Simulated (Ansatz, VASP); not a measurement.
## Cu: VASP beside Ansatz

```
CELL_PARAMETERS angstrom
0.00000 1.82769 1.82769
1.82769 0.00000 1.82769
1.82769 1.82769 0.00000
ATOMIC_POSITIONS crystal
Cu 0.00000 0.00000 0.00000
```

Alike in both runs: task single point; functional PBEsol; k mesh 25 × 25 × 25; occupations fermi-dirac, width 0.1 eV; no spin polarisation.

|  | VASP | Ansatz |
| --- | --- | --- |
| version | VASP 6.6.1 | Ansatz 0.2.0 |
| potentials or method | VASP PAW PBE potentials, release 64 (Cu), cutoff 520 eV | plane waves (420 eV) with PAW, scalar-relativistic |
| valence electrons in the cell | 11 | 19 |

|  | VASP | Ansatz | Ansatz less VASP |
| --- | --- | --- | --- |
| pressure (GPa) | -9.9 | -10.6 | -0.68 |

VASP's potentials were made for PBE, not for PBEsol, and Ansatz warns of the same on its side. With one functional, cell and mesh, what is left measures potentials, basis and numerics. VASP's potentials hold 11 valence electrons a cell and Ansatz's 19, so a difference there can come from the potentials and not from the codes.
